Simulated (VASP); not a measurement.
Runs of VASP 6.6.1 on GaN. The structure is that of space group F-43m (No. 216), or close to it. The cells are those of the table. 

```csv
cell,gap on the mesh (eV),pressure (GPa)
"a = 3.180 Å, angles 60.0°, 2 atoms",2.16,(b)
"a = 3.221, b = 3.221, c = 3.180 Å, angles 60.4, 60.4, 59.2°, 2 atoms",(c),-3.8
"a = 3.184, b = 3.184, c = 3.085 Å, angles 61.0, 61.0, 58.0°, 2 atoms",(a),7.1
"a = 3.179 Å, angles 59.0°, 2 atoms",2.25,5.9
```

Alike in all rows: task single point; level r2SCAN; potentials or basis VASP PAW PBE potentials, release 64 (Ga_d, N_h); no spin polarisation; k mesh 10 × 10 × 10; cutoff (eV) 910; smearing gaussian 0.01 eV.

Task: Estimate the missing entries.

Result: (a) 2.24; (b) 1.0; (c) 1.95.

Caveats: the cutoff is under 1.25 times the usual one of these potentials, so pressure, stress and relaxed cells hold a basis-set (Pulay) error; the PAW data sets were made with another functional, which shifts forces and pressure a little; the cell stands under pressure (at least some runs); the cell stands under tension (at least some runs).

A k mesh can miss the band edges, and the runs leave out spin-orbit coupling on Ga.
